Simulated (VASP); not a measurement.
# HfN (Pm-3m) in VASP: a series of runs

Runs on HfN. Level: PBE. Tasks: single point, relaxation of cell and atoms.

Program: VASP 6.6.1. These are calculated values, not measurements. Logs are shortened: lines on timing, memory, paths and dates and some standing lists are left out, and cuts for length are marked.

### Step 1. The cell of the first run

Symmetry: Pm-3m, No. 221, cubic system. The conventional cell has a = 2.825 Å, b = 2.825 Å, c = 2.825 Å, α = 90.00°, β = 90.00°, γ = 90.00°. Hf (site symmetry m-3m) has 8 N at 2.45 Å and 6 Hf at 2.83 Å within 3.2 Å. N (site symmetry m-3m) has 8 Hf at 2.45 Å and 6 N at 2.83 Å within 3.2 Å.

### Step 2. Single point, PBE

INCAR reads:

```
SYSTEM = HfN
ALGO = Normal
EDIFF = 1E-6
ENCUT = 520
GGA = PE
ISIF = 2
ISMEAR = 0
LASPH = .TRUE.
LCHARG = .FALSE.
LREAL = .FALSE.
LWAVE = .FALSE.
NBANDS = 14
NELM = 100
PREC = Accurate
SIGMA = 0.1
```

KPOINTS reads:

```
k-points
0
G
  20 20 20
  0 0 0
```

POSCAR reads:

```
HfN
1.0
    2.8250260167      0.0000000000      0.0000000000
    0.0000000000      2.8250260167      0.0000000000
    0.0000000000      0.0000000000      2.8250260167
Hf N
1 1
Direct
    0.5000000000      0.5000000000      0.5000000000
    0.0000000000      0.0000000000      0.0000000000
```

Potentials or basis: VASP PAW PBE potentials, release 64 (Hf_pv, N).

The run is started by

```console
$ cat potpaw_PBE.64/Hf_pv/POTCAR potpaw_PBE.64/N/POTCAR > POTCAR
$ mpirun -np 1 vasp_std > vasp.out
```

OUTCAR:

```text
SYSTEM = HfN
   EDIFF = 1E-6
   ENCUT = 520
   GGA = PE
   ISIF = 2
   ISMEAR = 0
   LASPH = .TRUE.
   LREAL = .FALSE.
   NELM = 100
   PREC = Accurate

 ion  position               nearest neighbor table
   1  0.500  0.500  0.500-   2 2.45   2 2.45   2 2.45   2 2.45   2 2.45   2 2.45   2 2.45   2 2.45

   2  0.000  0.000  0.000-   1 2.45   1 2.45   1 2.45   1 2.45   1 2.45   1 2.45   1 2.45   1 2.45

  LATTYP: Found a simple cubic cell.
 ALAT       =     2.8250260167

  Lattice vectors:

 A1 = (   2.8250260167,   0.0000000000,   0.0000000000)
 A2 = (   0.0000000000,   2.8250260167,   0.0000000000)
 A3 = (   0.0000000000,   0.0000000000,   2.8250260167)

Analysis of symmetry for initial positions (statically):
=====================================================================
 Subroutine PRICEL returns:
 Original cell was already a primitive cell.

 Routine SETGRP: Setting up the symmetry group for a
 simple cubic supercell.

 Subroutine GETGRP returns: Found 48 space group operations
 (whereof 48 operations were pure point group operations)
 out of a pool of 48 trial point group operations.

The static configuration has the point symmetry O_h .

Analysis of symmetry for dynamics (positions and initial velocities):
=====================================================================
 Subroutine PRICEL returns:
 Original cell was already a primitive cell.

 Routine SETGRP: Setting up the symmetry group for a
 simple cubic supercell.

 Subroutine GETGRP returns: Found 48 space group operations
 (whereof 48 operations were pure point group operations)
 out of a pool of 48 trial point group operations.

The dynamic configuration has the point symmetry O_h .

 Subroutine INISYM returns: Found 48 space group operations
 (whereof 48 operations are pure point group operations),
 and found     1 'primitive' translations

----------------------------------------------------------------------------------------

                                     Primitive cell

  volume of cell :      22.5459

  direct lattice vectors                    reciprocal lattice vectors
     2.825026017  0.000000000  0.000000000     0.353979041  0.000000000  0.000000000
     0.000000000  2.825026017  0.000000000     0.000000000  0.353979041  0.000000000
     0.000000000  0.000000000  2.825026017     0.000000000  0.000000000  0.353979041

  length of vectors
     2.825026017  2.825026017  2.825026017     0.353979041  0.353979041  0.353979041

  position of ions in fractional coordinates (direct lattice)
     0.500000000  0.500000000  0.500000000
     0.000000000  0.000000000  0.000000000

  ion indices of the primitive-cell ions
   primitive index   ion index
[... 82 lines left out ...]
   POTIM  = 0.5000    time-step for ionic-motion
   TEBEG  =    0.0;   TEEND  =   0.0 temperature during run
   PSTRESS=    0.0 pullay stress
   NELECT =      15.0000    total number of electrons
   NUPDOWN=      -1.0000    fix difference up-down
   EMIN   =  10.00;   EMAX   =-10.00  energy-range for DOS
   EFERMI =   0.00;   METHOD = LEGACY
   ISMEAR =     0;   SIGMA  =   0.10  broadening in eV -4-tet -1-fermi 0-gaus
   EFERMI_NEDOS =   21; number of points for ismear=-14 and -15
   IALGO  =     38    algorithm
   IMIX   =      4    mixing-type and parameters
     AMIX     =   0.40;   BMIX     =  1.00
     AMIX_MAG =   1.60;   BMIX_MAG =  1.00
  volume/ion in A,a.u.               =      11.27        76.07
  Fermi-wavevector in a.u.,A,eV,Ry     =   1.429166  2.700733 27.790126  2.042517
  Thomas-Fermi vector in A             =   2.549149
   LORBIT       =      0    0 simple, 1 ext, 2 COOP (PROOUT), +10 PAW based schemes
   GGA     = PE    functional components
   LHFCALC =     F    Hartree Fock is set to
   AEXX    =    0.0000 exact exchange contribution
   IVDW    =     0    specifies the selected vdW correction
   LEPSILON=     F    determine dielectric tensor
   LRPA    =     F    only Hartree local field effects (RPA)
 non-spin polarized calculation
 Gauss-broadening in eV      SIGMA  =   0.10
  energy-cutoff  :      520.00
  volume of cell :       22.55
 maximum number of plane-waves:       627
 NGX is ok and might be reduce to    24
   NGX = 11   NGY = 11   NGZ = 11

 number of electron      15.0000000 magnetization

 Free energy of the ion-electron system (eV)
  ---------------------------------------------------
  ext. energy  EPLUGINS =         0.00000000
  ---------------------------------------------------
  free energy    TOTEN  =       -19.76934121 eV

  energy without entropy =      -19.76294024  energy(sigma->0) =      -19.76614072

 E-fermi :   7.3660     XC(G=0): -12.9304

 val. band max:        7.3634536935   @ k =   0.4000   0.1500   0.1500
 cond. band min:       7.3678683791   @ k =   0.3500   0.2500   0.0500
 fundamental gap:      0.0044146856
 Fermi energy:         7.3659992419

 k-point     1 :       0.0000    0.0000    0.0000
  band No.  band energies     occupation
      1     -22.7698      2.00000
      2     -22.7698      2.00000
      3     -22.7698      2.00000
      4      -8.7074      2.00000
      5       5.0117      2.00000
      6       5.0117      2.00000
      7       6.3328      2.00000
      8       6.3328      2.00000
      9       6.3328      2.00000
     10      10.7332      0.00000
     11      13.7717      0.00000
     12      13.7717      0.00000
     13      13.7717      0.00000
     14      20.4471      0.00000
[... 377 lines left out ...]
      1     -23.2458      2.00000
      2     -22.8586      2.00000
      3     -22.7138      2.00000
      4      -7.8571      2.00000
      5       3.0442      2.00000
      6       4.7156      2.00000
      7       5.7548      2.00000
      8       6.2055      2.00000
      9       8.3636      0.00000
     10      12.2356      0.00000
     11      13.1175      0.00000
     12      14.5156      0.00000
     13      14.5890      0.00000
     14      20.4468      0.00000

 [... further k-points ...]
[... 5 lines left out ...]
  --------------------------------------------------------------------------------------
  -------------------------------------------------------------------------------------
  Total       -0.3679675     -0.3679675     -0.3679675      0.0000000     -0.0000000     -0.0000000
  in kB      -26.1488586    -26.1488586    -26.1488586      0.0000000     -0.0000000     -0.0000000
  external PRESSURE =     -26.1488586 kB  Pullay stress =       0.0000000 kB

 VOLUME and BASIS-vectors are now :
 -----------------------------------------------------------------------------
  energy-cutoff  :      520.00
  volume of cell :       22.55
      direct lattice vectors                 reciprocal lattice vectors
     2.825026017  0.000000000  0.000000000     0.353979041  0.000000000  0.000000000
     0.000000000  2.825026017  0.000000000     0.000000000  0.353979041  0.000000000
     0.000000000  0.000000000  2.825026017     0.000000000  0.000000000  0.353979041

 POSITION                                       TOTAL-FORCE (eV/Angst)
 -----------------------------------------------------------------------------------
      1.41251      1.41251      1.41251         0.000000      0.000000      0.000000
      0.00000      0.00000      0.00000         0.000000      0.000000      0.000000
 -----------------------------------------------------------------------------------
    total drift:                                0.000000     -0.000000     -0.000000

  FREE ENERGIE OF THE ION-ELECTRON SYSTEM (eV)
  ---------------------------------------------------
  free  energy   TOTEN  =       -19.7693412055 eV

  energy  without entropy=      -19.7629402421  energy(sigma->0) =      -19.76614072
```

Run time: 34 s. Hardware: 1 thread of Intel Xeon Platinum 8488C (Sapphire Rapids), shared host; peak memory 0.21 GiB.

Results:

```yaml
Free_energy: -19.7693 eV
Pressure: -2.6 GPa
```

Caveat: spin-orbit coupling is left out, which moves the levels of the heavy elements.

### Step 3. Relaxation of cell and atoms, PBE

This run uses another cell than the first one, of 11.30 Å³/atom, 1.003 times its volume.

INCAR reads:

```
PREC = Accurate
ENCUT = 600
EDIFF = 1E-6
ISMEAR = 0
SIGMA = 0.1
LREAL = False
LASPH = True
NELM = 100
ALGO = Normal
ISIF = 3
LWAVE = False
LCHARG = False
GGA = PE
IBRION = 2
NSW = 100
EDIFFG = -0.01
```

KPOINTS reads:

```
Automatic mesh
0
Gamma
  20 20 20
```

POSCAR reads:

```
HfN
1.0
    2.8275797413      0.0000000000      0.0000000000
    0.0000000000      2.8275797413      0.0000000000
    0.0000000000      0.0000000000      2.8275797413
Hf N
1 1
Direct
    0.5000000000      0.5000000000      0.5000000000
    0.0000000000      0.0000000000      0.0000000000
```

Potentials or basis: VASP PAW PBE potentials, release 64 (Hf_pv, N).

The run is started by

```console
$ cat potpaw_PBE.64/Hf_pv/POTCAR potpaw_PBE.64/N/POTCAR > POTCAR
$ mpirun -np 1 vasp_std > vasp.out
```

Run time: 73 s. Hardware: 1 thread of Intel Xeon Platinum 8488C (Sapphire Rapids), shared host; peak memory 0.23 GiB.

The run converged. Its results:

```
Free energy                            : -19.7737 eV
Relaxed volume                         : 11.14 Å³/atom
Relaxed cell                           : a = 2.814 Å, b = 2.814 Å, c = 2.814 Å, α = 90.00°, β = 90.00°, γ = 90.00°
Space group after relaxing (to 0.05 Å) : Pm-3m (No. 221)
Energy gained by relaxing              : 1.7 meV/atom
Ionic steps                            : 3
Pressure after relaxing                : 0.0 GPa
```

The path:
```
step  energy change (eV)  largest force (eV/Å)  pressure (GPa)  volume (Å³)
   1              0.0000                0.0000           -3.36        22.61
   2              0.0032                0.0000            4.96        21.84
   3             -0.0034                0.0000           -0.01        22.28
```

Final structure:
```
Hf N
1.0
     2.81401    0.00000    0.00000
     0.00000    2.81401    0.00000
     0.00000    0.00000    2.81401
Hf N
1 1
Direct
  0.50000 0.50000 0.50000
  0.00000 0.00000 0.00000
```

Levels at points of the mesh, in eV from the Fermi level:
```tsv
k point	band 6	band 7	band 8	band 9	band 10	band 11
(0.00, 0.00, 0.00)	-2.40	-1.04	-1.04	-1.04	3.52	6.49
(0.50, 0.00, 0.00)	-2.61	-2.61	-1.16	5.81	7.12	7.26
(0.50, 0.50, 0.00)	-3.96	-1.37	-0.49	2.71	3.17	3.17
(0.50, 0.50, 0.50)	-6.80	-6.80	7.94	7.94	7.94	9.68
```

Caveat: spin-orbit coupling is left out, which moves the levels of the heavy elements.

### Step 4. Single point, PBE

This run uses another cell than the first one, of 14.71 Å³/atom, 1.304 times its volume.

INCAR reads:

```
SYSTEM = HfN
  PREC = Accurate
  ENCUT = 520
  EDIFF = 1E-7
  ISMEAR = 0
  SIGMA = 0.1
  LREAL = .FALSE.
  LASPH = .TRUE.
  NELM = 100
  ALGO = Normal
  ISIF = 2
  LWAVE = .FALSE.
  LCHARG = .FALSE.
  GGA = PE
  NBANDS = 14
```

KPOINTS reads:

```
regular mesh
0
G
  6 6 6
  0 0 0
```

POSCAR reads:

```
HfN
1.0
    3.0867640100      0.0000000000      0.0000000000
    0.0000000000      3.0867640100      0.0000000000
    0.0000000000      0.0000000000      3.0867640100
Hf N
1 1
Direct
    0.5000000000      0.5000000000      0.5000000000
    0.0000000000      0.0000000000      0.0000000000
```

Potentials or basis: VASP PAW PBE potentials, release 64 (Hf_pv, N).

The run is started by

```console
$ cat potpaw_PBE.64/Hf_pv/POTCAR potpaw_PBE.64/N/POTCAR > POTCAR
$ mpirun -np 1 vasp_std > vasp.out
```

OUTCAR:

```text
SYSTEM = HfN
   PREC = Accurate
   ENCUT = 520
   EDIFF = 1E-7
   ISMEAR = 0
   LREAL = .FALSE.
   LASPH = .TRUE.
   NELM = 100
   ISIF = 2
   GGA = PE

 ion  position               nearest neighbor table
   1  0.500  0.500  0.500-   2 2.67   2 2.67   2 2.67   2 2.67   2 2.67   2 2.67   2 2.67   2 2.67

   2  0.000  0.000  0.000-   1 2.67   1 2.67   1 2.67   1 2.67   1 2.67   1 2.67   1 2.67   1 2.67

  LATTYP: Found a simple cubic cell.
 ALAT       =     3.0867640100

  Lattice vectors:

 A1 = (   3.0867640100,   0.0000000000,   0.0000000000)
[... 521 lines left out ...]

  FORCE on cell =-STRESS in cart. coord.  units (eV):
  Direction    XX          YY          ZZ          XY          YZ          ZX
  --------------------------------------------------------------------------------------
  -------------------------------------------------------------------------------------
  Total       -6.6005574     -6.6005574     -6.6005574     -0.0000000     -0.0000000      0.0000000
  in kB     -359.5678952   -359.5678952   -359.5678952     -0.0000000     -0.0000000      0.0000000
  external PRESSURE =    -359.5678952 kB  Pullay stress =       0.0000000 kB

 VOLUME and BASIS-vectors are now :
 -----------------------------------------------------------------------------
  energy-cutoff  :      520.00
  volume of cell :       29.41
      direct lattice vectors                 reciprocal lattice vectors
     3.086764010  0.000000000  0.000000000     0.323963865  0.000000000  0.000000000
     0.000000000  3.086764010  0.000000000     0.000000000  0.323963865  0.000000000
     0.000000000  0.000000000  3.086764010     0.000000000  0.000000000  0.323963865

 POSITION                                       TOTAL-FORCE (eV/Angst)
 -----------------------------------------------------------------------------------
      1.54338      1.54338      1.54338         0.000000      0.000000      0.000000
      0.00000      0.00000      0.00000         0.000000      0.000000      0.000000
 -----------------------------------------------------------------------------------
    total drift:                                0.000000     -0.000000     -0.000000

  FREE ENERGIE OF THE ION-ELECTRON SYSTEM (eV)
  ---------------------------------------------------
  free  energy   TOTEN  =       -18.7373358419 eV

  energy  without entropy=      -18.7331724093  energy(sigma->0) =      -18.73525413
```

It took 9.8 s on 1 thread of Intel Xeon Platinum 8488C (Sapphire Rapids), shared host; peak memory 0.14 GiB.

What came out:

```
Free energy : -18.7373 eV
Pressure    : -36.0 GPa
```

Caveat: spin-orbit coupling is left out, which moves the levels of the heavy elements.

### Step 5. Overview

```tsv
task	cell	k mesh	cutoff (eV)	gap on the mesh (eV)	pressure (GPa)
single point	a = 2.825 Å, 2 atoms	20 × 20 × 20	520	none	-2.6
relaxation of cell and atoms	relaxed from a = 2.828 Å, 2 atoms	20 × 20 × 20	600	none	0.0
single point	a = 3.087 Å, 2 atoms	6 × 6 × 6	520	none	-36.0
```

Alike in all rows: level PBE; potentials or basis VASP PAW PBE potentials, release 64 (Hf_pv, N); no spin polarisation; smearing gaussian 0.1 eV.

Caveats: spin-orbit coupling is left out, which moves the levels of the heavy elements.

Absolute energies hang on the potentials; compare differences alone.
